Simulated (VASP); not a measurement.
Input of a VASP 6.6.1 run:

The input INCAR:

```
PREC = Accurate
ENCUT = 520
EDIFF = 1E-7
ISMEAR = -1
SIGMA = 0.05
LREAL = F
LASPH = T
NELM = 150
ALGO = Normal
ISIF = 2
LWAVE = F
LCHARG = T
ISPIN = 2
MAGMOM = 4 4 0 0 0 0
LORBIT = 11
LMAXMIX = 4
GGA = PS
LELF = T
LVHAR = T
NBANDS = 38
```

The input KPOINTS:

```
regular mesh
0
Gamma
  9 7 5
```

The input POSCAR:

```
MnO2
1.0
    2.9041580000      0.0000000000      0.0000000000
    0.0000000000      3.8448100000      0.0000000000
    0.0000000000      0.0000000000      6.1642640000
Mn O
2 4
Direct
    0.5000000000      0.5000000000      0.3433015000
    0.0000000000      0.0000000000      0.6566985000
    0.5000000000      0.0000000000      0.8375675000
    0.0000000000      0.5000000000      0.1624325000
    0.5000000000      0.0000000000      0.4217995000
    0.0000000000      0.5000000000      0.5782005000
```

Potentials or basis: VASP PAW PBE potentials, release 64 (Mn_pv, O).

Launch:

```bash
$ cat potpaw_PBE.64/Mn_pv/POTCAR potpaw_PBE.64/O/POTCAR > POTCAR
$ mpirun -np 1 vasp_std > vasp.out
```

(1) What does it give for the net moment?

(2) Predict the pressure.

(3) Estimate the largest force.

(4) Estimate the band gap on the k mesh.

## Answers

(1) 6.00 μB per cell.

(2) -12.7 GPa.

(3) 1.066 eV/Å.

(4) zero (filled and empty bands overlap).

Caveat: the PAW data sets were made with another functional, which shifts forces and pressure a little; semilocal functionals often make such compounds metallic where correlation or magnetic order opens a gap, which also shifts bond lengths; only a ferromagnetic start was run, and an antiferromagnetic order may lie lower in energy.
